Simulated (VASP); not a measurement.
# Be (Pm-3m) in VASP: notebook

Runs on Be. Level: PBE. Tasks: single point.

All numbers are computed with VASP 6.6.1; they aren't measurements. Logs are shortened: lines on timing, memory, paths and dates and some standing lists are left out, and cuts for length are marked.

## (1) The cell of the first run

It takes space group Pm-3m (No. 221, cubic). Conventional cell: a = 2.129 Å, b = 2.129 Å, c = 2.129 Å, α = 90.00°, β = 90.00°, γ = 90.00°. Within 2.8 Å of Be (site symmetry m-3m) lie 6 Be at 2.13 Å.

This isn't the form of Be at room conditions, which is hcp.

## (2) Single point, PBE

INCAR reads:

```
PREC = Accurate
ENCUT = 520
EDIFF = 1E-7
ISMEAR = -1
SIGMA = 0.06122561905347299
LREAL = F
LASPH = T
NELM = 60
ALGO = Normal
ISIF = 2
LWAVE = F
LCHARG = F
GGA = PE
NBANDS = 7
```

KPOINTS reads:

```
Automatic mesh
0
Gamma
  50 50 50
```

POSCAR reads:

```
Be
1.0
    2.1289032390      0.0000000000      0.0000000000
    0.0000000000      2.1289032390      0.0000000000
    0.0000000000      0.0000000000      2.1289032390
Be
1
Direct
    0.0000000000      0.0000000000      0.0000000000
```

Potentials or basis: VASP PAW PBE potentials, release 64 (Be).

On the command line:

```bash
> cat potpaw_PBE.64/Be/POTCAR > POTCAR
> mpirun -np 1 vasp_std > vasp.out
```

OUTCAR:

```text
PREC = Accurate
   ENCUT = 520
   EDIFF = 1E-7
   ISMEAR = -1
   LREAL = F
   LASPH = T
   NELM = 60
   ISIF = 2
   GGA = PE

 ion  position               nearest neighbor table
   1  0.000  0.000  0.000-

  LATTYP: Found a simple cubic cell.
 ALAT       =     2.1289032390

  Lattice vectors:

 A1 = (   2.1289032390,   0.0000000000,   0.0000000000)
 A2 = (   0.0000000000,   2.1289032390,   0.0000000000)
 A3 = (   0.0000000000,   0.0000000000,   2.1289032390)

Analysis of symmetry for initial positions (statically):
=====================================================================
 Subroutine PRICEL returns:
 Original cell was already a primitive cell.

 Routine SETGRP: Setting up the symmetry group for a
 simple cubic supercell.

 Subroutine GETGRP returns: Found 48 space group operations
 (whereof 48 operations were pure point group operations)
 out of a pool of 48 trial point group operations.

The static configuration has the point symmetry O_h .

Analysis of symmetry for dynamics (positions and initial velocities):
=====================================================================
 Subroutine PRICEL returns:
 Original cell was already a primitive cell.

 Routine SETGRP: Setting up the symmetry group for a
 simple cubic supercell.

 Subroutine GETGRP returns: Found 48 space group operations
 (whereof 48 operations were pure point group operations)
 out of a pool of 48 trial point group operations.

The dynamic configuration has the point symmetry O_h .

 Subroutine INISYM returns: Found 48 space group operations
 (whereof 48 operations are pure point group operations),
 and found     1 'primitive' translations

----------------------------------------------------------------------------------------

                                     Primitive cell

  volume of cell :       9.6487

  direct lattice vectors                    reciprocal lattice vectors
     2.128903239  0.000000000  0.000000000     0.469725435  0.000000000  0.000000000
     0.000000000  2.128903239  0.000000000     0.000000000  0.469725435  0.000000000
     0.000000000  0.000000000  2.128903239     0.000000000  0.000000000  0.469725435

  length of vectors
     2.128903239  2.128903239  2.128903239     0.469725435  0.469725435  0.469725435

  position of ions in fractional coordinates (direct lattice)
     0.000000000  0.000000000  0.000000000

  ion indices of the primitive-cell ions
   primitive index   ion index
                 1           1

[... 71 lines left out ...]
   EDIFF  = 0.1E-06   stopping-criterion for ELM
   LREAL  =      F    real-space projection
   EDIFFG = 0.1E-05   stopping-criterion for IOM
   NSW    =      0    number of steps for IOM
   IBRION =     -1    ionic relax: 0-MD 1-quasi-New 2-CG
   NFREE  =      0    steps in history (QN), initial steepest desc. (CG)
   ISIF   =      2    stress and relaxation
   ISYM   =      2    0-nonsym 1-usesym 2-fastsym
   POTIM  = 0.5000    time-step for ionic-motion
   TEBEG  =    0.0;   TEEND  =   0.0 temperature during run
   PSTRESS=    0.0 pullay stress
   NELECT =       2.0000    total number of electrons
   NUPDOWN=      -1.0000    fix difference up-down
   EMIN   =  10.00;   EMAX   =-10.00  energy-range for DOS
   EFERMI =   0.00;   METHOD = LEGACY
   ISMEAR =    -1;   SIGMA  =   0.06  broadening in eV -4-tet -1-fermi 0-gaus
   EFERMI_NEDOS =   21; number of points for ismear=-14 and -15
   IALGO  =     38    algorithm
   IMIX   =      4    mixing-type and parameters
     AMIX     =   0.40;   BMIX     =  1.00
     AMIX_MAG =   1.60;   BMIX_MAG =  1.00
  volume/ion in A,a.u.               =       9.65        65.11
  Fermi-wavevector in a.u.,A,eV,Ry     =   0.968863  1.830885 12.771720  0.938695
  Thomas-Fermi vector in A             =   2.098867
   LORBIT       =      0    0 simple, 1 ext, 2 COOP (PROOUT), +10 PAW based schemes
   GGA     = PE    functional components
   LHFCALC =     F    Hartree Fock is set to
   AEXX    =    0.0000 exact exchange contribution
   IVDW    =     0    specifies the selected vdW correction
   LEPSILON=     F    determine dielectric tensor
   LRPA    =     F    only Hartree local field effects (RPA)
 non-spin polarized calculation
  energy-cutoff  :      520.00
  volume of cell :        9.65
 maximum number of plane-waves:       280
 NGX is ok and might be reduce to    16
   NGX =  7   NGY =  7   NGZ =  7

 number of electron       2.0000000 magnetization

 Free energy of the ion-electron system (eV)
  ---------------------------------------------------
  ext. energy  EPLUGINS =         0.00000000
  ---------------------------------------------------
  free energy    TOTEN  =        -2.75551058 eV

  energy without entropy =       -2.75102707  energy(sigma->0) =       -2.75326883

 E-fermi :   5.2716     XC(G=0):  -9.9526

 val. band max:        5.2679004141   @ k =   0.4600   0.3000   0.0000
 cond. band min:       5.2735381984   @ k =   0.4200   0.1200   0.1200
 fundamental gap:      0.0056377843
 Fermi energy:         5.2716059836

 k-point     1 :       0.0000    0.0000    0.0000
  band No.  band energies     occupation
      1      -4.7804      2.00000
      2      19.3949      0.00000
      3      19.3949      0.00000
      4      19.3949      0.00000
      5      25.1352      0.00000
      6      25.1352      0.00000
      7      34.5147      0.00000
[... 221 lines left out ...]
 k-point    24 :       0.4600    0.0000    0.0000
  band No.  band energies     occupation
      1       0.0432      2.00000
      2       3.9008      2.00000
      3      23.1690      0.00000
      4      23.1690      0.00000
      5      30.9539      0.00000
      6      30.9861      0.00000
      7      34.8839      0.00000

 [... further k-points ...]

------------------------ aborting loop because EDIFF is reached ----------------------------------------

  FORCE on cell =-STRESS in cart. coord.  units (eV):
  Direction    XX          YY          ZZ          XY          YZ          ZX
  --------------------------------------------------------------------------------------
  -------------------------------------------------------------------------------------
  Total        0.3183708      0.3183708      0.3183708     -0.0000000     -0.0000000      0.0000000
  in kB       52.8659546     52.8659546     52.8659546     -0.0000000     -0.0000000      0.0000000
  external PRESSURE =      52.8659546 kB  Pullay stress =       0.0000000 kB

 VOLUME and BASIS-vectors are now :
 -----------------------------------------------------------------------------
  energy-cutoff  :      520.00
  volume of cell :        9.65
      direct lattice vectors                 reciprocal lattice vectors
     2.128903239  0.000000000  0.000000000     0.469725435  0.000000000  0.000000000
     0.000000000  2.128903239  0.000000000     0.000000000  0.469725435  0.000000000
     0.000000000  0.000000000  2.128903239     0.000000000  0.000000000  0.469725435

 POSITION                                       TOTAL-FORCE (eV/Angst)
 -----------------------------------------------------------------------------------
      0.00000      0.00000      0.00000         0.000000      0.000000      0.000000
 -----------------------------------------------------------------------------------
    total drift:                                0.000000     -0.000000     -0.000000

  FREE ENERGIE OF THE ION-ELECTRON SYSTEM (eV)
  ---------------------------------------------------
  free  energy   TOTEN  =        -2.7555105846 eV

  energy  without entropy=       -2.7510270723  energy(sigma->0) =       -2.75326883
```

OSZICAR:

```text
N       E                     dE             d eps       ncg     rms          rms(c)
DAV:   1    -0.174139892153E+01   -0.17414E+01   -0.10545E+03 48769   0.230E+02
DAV:   2    -0.277291046568E+01   -0.10315E+01   -0.97979E+00 63287   0.221E+01
DAV:   3    -0.277527375790E+01   -0.23633E-02   -0.23609E-02 51926   0.931E-01
DAV:   4    -0.277527422531E+01   -0.46741E-06   -0.46724E-06 67242   0.135E-02
DAV:   5    -0.277527422552E+01   -0.20237E-09   -0.13104E-09 52591   0.101E-04    0.582E-01
DAV:   6    -0.276122443242E+01    0.14050E-01   -0.18526E-03 50617   0.377E-01    0.355E-01
DAV:   7    -0.275552127649E+01    0.57032E-02   -0.17896E-03 50022   0.386E-01    0.365E-02
DAV:   8    -0.275551092726E+01    0.10349E-04   -0.78420E-06 61803   0.234E-02    0.443E-03
DAV:   9    -0.275551074463E+01    0.18263E-06   -0.15101E-06 51184   0.786E-03    0.101E-03
DAV:  10    -0.275551063450E+01    0.11013E-06   -0.14942E-08 40929   0.786E-04    0.247E-04
DAV:  11    -0.275551058460E+01    0.49894E-07   -0.37071E-09 27209   0.392E-04
   1 F= -.27555106E+01 E0= -.27532688E+01  d E =-.448351E-02
```

It took 1.9 min on 1 thread of Oxide Virtual Turin-like, shared host; peak memory 0.26 GiB.

What came out:

* Free energy: -2.7555 eV
* Pressure: 5.3 GPa
* Band gap on the k mesh: zero (bands 1 and 2 overlap by 7.31 eV)

Levels at points of the mesh, in eV from the Fermi level:
```csv
k point,band 1,band 2,band 3,band 4,band 5
"(0.00, 0.00, 0.00)",-10.05,14.12,14.12,14.12,19.86
"(0.50, 0.00, 0.00)",-4.96,-1.73,18.00,18.00,25.67
"(0.50, 0.50, 0.00)",0.65,0.65,6.74,7.71,21.19
"(0.50, 0.50, 0.50)",5.59,5.59,5.59,13.60,13.60
```

Caveat: the cell stands under pressure.

## (3) Single point, PBE

This run uses another cell than the first one, of 9.85 Å³/atom.

INCAR reads:

```
SYSTEM = Be
PREC = Accurate ; ENCUT = 520
EDIFF = 1E-7 ; ISMEAR = -1
SIGMA = 0.06122561905347299 ; LREAL = .FALSE.
LASPH = .TRUE. ; NELM = 60
ALGO = Normal ; ISIF = 2
LWAVE = .FALSE. ; LCHARG = .FALSE.
GGA = PE ; NBANDS = 7
```

KPOINTS reads:

```
regular mesh
0
G
  50 50 50
  0 0 0
```

POSCAR reads:

```
Be
1.0
    2.1438960093      0.0000000000      0.0000000000
    0.0000000000      2.1438960093      0.0000000000
    0.0000000000      0.0000000000      2.1438960093
Be
1
Direct
    0.0000000000      0.0000000000      0.0000000000
```

Potentials or basis: VASP PAW PBE potentials, release 64 (Be).

On the command line:

```bash
> cat potpaw_PBE.64/Be/POTCAR > POTCAR
> mpirun -np 1 vasp_std > vasp.out
```

It took 1.8 min on 1 thread of Oxide Virtual Turin-like, shared host; peak memory 0.26 GiB.

The run converged. Its results:

* Free energy: -2.7611 eV
* Pressure: 3.4 GPa
* Band gap on the k mesh: zero (bands 1 and 2 overlap by 7.25 eV)

Levels at points of the mesh, in eV from the Fermi level:
| k point | band 1 | band 2 | band 3 | band 4 |
| --- | --- | --- | --- | --- |
| (0.00, 0.00, 0.00) | -9.92 | 13.92 | 13.92 | 13.92 |
| (0.50, 0.00, 0.00) | -4.85 | -1.74 | 17.72 | 17.72 |
| (0.50, 0.50, 0.00) | 0.66 | 0.66 | 6.71 | 7.51 |
| (0.50, 0.50, 0.50) | 5.51 | 5.51 | 5.51 | 13.47 |

Caveat: the cell stands under pressure.

## (4) Single point, PBE

This run uses another cell than the first one, of 10.06 Å³/atom.

INCAR reads:

```
SYSTEM = Be
ALGO     = Normal         ! electronic algorithm
EDIFF    = 1E-7           ! SCF threshold, eV
ENCUT    = 520            ! plane-wave cutoff, eV
GGA      = PE             ! functional
ISIF     = 2              ! what is computed and relaxed
ISMEAR   = -1             ! smearing method
LASPH    = .TRUE.         ! aspherical terms in the spheres
LCHARG   = .TRUE.         ! write CHGCAR
LELF     = .TRUE.         ! ELF
LREAL    = .FALSE.        ! projectors in reciprocal space
LVHAR    = .TRUE.       
LWAVE    = .FALSE.        ! write WAVECAR
NBANDS   = 7              ! bands
NELM     = 80             ! most SCF steps
PREC     = Accurate       ! precision mode
SIGMA    = 0.06122561905347299 ! smearing width, eV
```

KPOINTS reads:

```
k-points
0
G
  50 50 50
  0 0 0
```

POSCAR reads:

```
Be
1.0
    2.1586819662      0.0000000000      0.0000000000
    0.0000000000      2.1586819662      0.0000000000
    0.0000000000      0.0000000000      2.1586819662
Be
1
Direct
    0.0000000000      0.0000000000      0.0000000000
```

On the command line:

```bash
> cat potpaw_PBE.64/Be/POTCAR > POTCAR
> mpirun -np 1 vasp_std > vasp.out
```

Run time: 3.3 min. Hardware: 1 thread of Oxide Virtual Turin-like, shared host; peak memory 0.27 GiB.

It converged, with:

```yaml
Free_energy: -2.7643 eV
Pressure: 1.7 GPa
Band_gap_on_the_k_mesh: zero (bands 1 and 2 overlap by 7.20 eV)
```

Levels at points of the mesh, in eV from the Fermi level:
```tsv
k point	band 1	band 2	band 3	band 4
(0.00, 0.00, 0.00)	-9.80	13.72	13.72	13.72
(0.50, 0.00, 0.00)	-4.75	-1.76	17.44	17.44
(0.50, 0.50, 0.00)	0.67	0.67	6.69	7.32
(0.50, 0.50, 0.50)	5.44	5.44	5.44	13.34
```

## (5) Single point, PBE

This run uses another cell than the first one, of 10.26 Å³/atom.

INCAR reads:

```
ALGO = Normal
EDIFF = 1E-6
ENCUT = 520
GGA = PE
ISIF = 2
ISMEAR = -1
LASPH = True
LCHARG = True
LELF = True
LREAL = False
LVHAR = True
LWAVE = False
NBANDS = 7
NELM = 60
PREC = Accurate
SIGMA = 0.06122561905347299
```

KPOINTS reads:

```
k-points
0
Gamma
  50 50 50
```

POSCAR reads:

```
Be
1.0
    2.1732680977      0.0000000000      0.0000000000
    0.0000000000      2.1732680977      0.0000000000
    0.0000000000      0.0000000000      2.1732680977
Be
1
Direct
    0.0000000000      0.0000000000      0.0000000000
```

Potentials or basis: VASP PAW PBE potentials, release 64 (Be).

On the command line:

```bash
> cat potpaw_PBE.64/Be/POTCAR > POTCAR
> mpirun -np 1 vasp_std > vasp.out
```

OUTCAR:

```text
EDIFF = 1E-6
   ENCUT = 520
   GGA = PE
   ISIF = 2
   ISMEAR = -1
   LASPH = True
   LREAL = False
   NELM = 60
   PREC = Accurate

 ion  position               nearest neighbor table
   1  0.000  0.000  0.000-

  LATTYP: Found a simple cubic cell.
 ALAT       =     2.1732680977

  Lattice vectors:

 A1 = (   2.1732680977,   0.0000000000,   0.0000000000)
 A2 = (   0.0000000000,   2.1732680977,   0.0000000000)
 A3 = (   0.0000000000,   0.0000000000,   2.1732680977)

Analysis of symmetry for initial positions (statically):
=====================================================================
 Subroutine PRICEL returns:
 Original cell was already a primitive cell.

 Routine SETGRP: Setting up the symmetry group for a
 simple cubic supercell.

 Subroutine GETGRP returns: Found 48 space group operations
 (whereof 48 operations were pure point group operations)
 out of a pool of 48 trial point group operations.

The static configuration has the point symmetry O_h .

Analysis of symmetry for dynamics (positions and initial velocities):
=====================================================================
 Subroutine PRICEL returns:
 Original cell was already a primitive cell.
[... 157 lines left out ...]
 fundamental gap:      0.0037329899
 Fermi energy:         4.7814330243

 k-point     1 :       0.0000    0.0000    0.0000
  band No.  band energies     occupation
      1      -4.8998      2.00000
      2      18.3113      0.00000
      3      18.3113      0.00000
      4      18.3113      0.00000
      5      23.9763      0.00000
      6      23.9763      0.00000
      7      32.6910      0.00000
[... 221 lines left out ...]
 k-point    24 :       0.4600    0.0000    0.0000
  band No.  band energies     occupation
      1      -0.1474      2.00000
      2       3.3672      2.00000
      3      21.8697      0.00000
      4      21.8697      0.00000
      5      29.5195      0.00000
      6      29.5312      0.00000
      7      33.3453      0.00000

 [... further k-points ...]

------------------------ aborting loop because EDIFF is reached ----------------------------------------

  FORCE on cell =-STRESS in cart. coord.  units (eV):
  Direction    XX          YY          ZZ          XY          YZ          ZX
  --------------------------------------------------------------------------------------
  -------------------------------------------------------------------------------------
  Total        0.0057294      0.0057294      0.0057294      0.0000000     -0.0000000     -0.0000000
  in kB        0.8942915      0.8942915      0.8942915      0.0000000     -0.0000000     -0.0000000
  external PRESSURE =       0.8942915 kB  Pullay stress =       0.0000000 kB

 VOLUME and BASIS-vectors are now :
 -----------------------------------------------------------------------------
  energy-cutoff  :      520.00
  volume of cell :       10.26
      direct lattice vectors                 reciprocal lattice vectors
     2.173268098  0.000000000  0.000000000     0.460136511  0.000000000  0.000000000
     0.000000000  2.173268098  0.000000000     0.000000000  0.460136511  0.000000000
     0.000000000  0.000000000  2.173268098     0.000000000  0.000000000  0.460136511

 POSITION                                       TOTAL-FORCE (eV/Angst)
 -----------------------------------------------------------------------------------
      0.00000      0.00000      0.00000         0.000000      0.000000      0.000000
 -----------------------------------------------------------------------------------
    total drift:                                0.000000     -0.000000     -0.000000

  FREE ENERGIE OF THE ION-ELECTRON SYSTEM (eV)
  ---------------------------------------------------
  free  energy   TOTEN  =        -2.7654097406 eV

  energy  without entropy=       -2.7607802787  energy(sigma->0) =       -2.76309501
```

It took 1.7 min on 1 thread of Oxide Virtual Turin-like, shared host; peak memory 0.27 GiB.

Results:

- Free energy: -2.7654 eV
- Pressure: 0.1 GPa
- Band gap on the k mesh: zero (bands 1 and 2 overlap by 7.15 eV)

## (6) Single point, PBE

This run uses another cell than the first one, of 10.47 Å³/atom.

INCAR reads:

```
  PREC = Accurate
  ENCUT = 520
  EDIFF = 1E-7
  ISMEAR = -1
  SIGMA = 0.06122561905347299
  LREAL = False
  LASPH = True
  NELM = 60
  ALGO = Normal
  ISIF = 2
  LWAVE = False
  LCHARG = False
  GGA = PE
  NBANDS = 7
```

KPOINTS reads:

```
Automatic mesh
0
Gamma
  50 50 50
```

POSCAR reads:

```
Be
1.0
    2.1876610211      0.0000000000      0.0000000000
    0.0000000000      2.1876610211      0.0000000000
    0.0000000000      0.0000000000      2.1876610211
Be
1
Direct
    0.0000000000      0.0000000000      0.0000000000
```

Potentials or basis: VASP PAW PBE potentials, release 64 (Be).

On the command line:

```bash
> cat potpaw_PBE.64/Be/POTCAR > POTCAR
> mpirun -np 1 vasp_std > vasp.out
```

It took 1.8 min on 1 thread of Oxide Virtual Turin-like, shared host; peak memory 0.27 GiB.

Results (log left out):

```
Free energy            : -2.7646 eV
Pressure               : -1.4 GPa
Band gap on the k mesh : zero (bands 1 and 2 overlap by 7.09 eV)
```

Levels at points of the mesh, in eV from the Fermi level:
```csv
k point,band 1,band 2,band 3,band 4,band 5,band 6
"(0.00, 0.00, 0.00)",-9.57,13.34,13.34,13.34,18.99,18.99
"(0.50, 0.00, 0.00)",-4.55,-1.79,16.93,16.93,24.40,24.72
"(0.50, 0.50, 0.00)",0.69,0.69,6.63,6.97,19.88,31.97
"(0.50, 0.50, 0.50)",5.30,5.30,5.30,13.10,13.10,13.10
```

## (7) Overview

```tsv
cell	gap on the mesh (eV)	pressure (GPa)
a = 2.129 Å, 1 atom	none	5.3
a = 2.144 Å, 1 atom	none	3.4
a = 2.159 Å, 1 atom	none	1.7
a = 2.173 Å, 1 atom	none	0.1
a = 2.188 Å, 1 atom	none	-1.4
```

Alike in all rows: task single point; level PBE; potentials or basis VASP PAW PBE potentials, release 64 (Be); no spin polarisation; k mesh 50 × 50 × 50; cutoff (eV) 520; smearing fermi-dirac 0.0612256 eV.

Caveats: the cell stands under pressure (at least some runs).

Absolute energies hang on the potentials; compare differences alone.
